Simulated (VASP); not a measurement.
# CoSi (WC type): single point with PBE

The system is CoSi (WC type).

```xyz
2
Lattice="2.3960 0.0000 0.0000 -1.1980 2.0750 0.0000 0.0000 0.0000 3.3264" Properties=species:S:1:pos:R:3 pbc="T T T"
Co    0.0000    0.0000    0.0000
Si    0.0000    1.3833    1.6632
```

```
Program                : VASP 6.6.1
Task                   : single point
Functional             : PBE
Potentials or basis    : VASP PAW PBE potentials, release 64 (Co, Si)
Cutoff                 : 520 eV
k mesh                 : 16 × 16 × 15
Occupations            : fermi-dirac, width 0.1 eV
Spin                   : no spin polarisation
Dipole correction      : no
Further INCAR settings : ALGO = Normal; EDIFF = 1e-06; NBANDS = 14
```

The pressure is 120.6 GPa.

Stress tensor (GPa, compression positive):
```
120.21   0.00   0.00
  0.00 120.21   0.00
  0.00   0.00 121.22
```

Levels at points of the mesh, in eV from the Fermi level:
| k point | band 5 | band 6 | band 7 | band 8 | band 9 | band 10 |
| --- | --- | --- | --- | --- | --- | --- |
| (0.00, 0.00, 0.00) | -2.67 | -1.54 | -1.54 | 4.01 | 12.93 | 12.93 |
| (0.50, 0.00, 0.00) | -2.27 | 0.03 | 1.18 | 3.85 | 6.03 | 6.47 |

Run time: 46 s on 1 thread of Intel(R) Xeon(R) 6975P-C (Granite Rapids), on a shared host, peak memory 0.17 GiB.

Spin polarisation is off, so any magnetic state and its effect on volume and gap are missing.
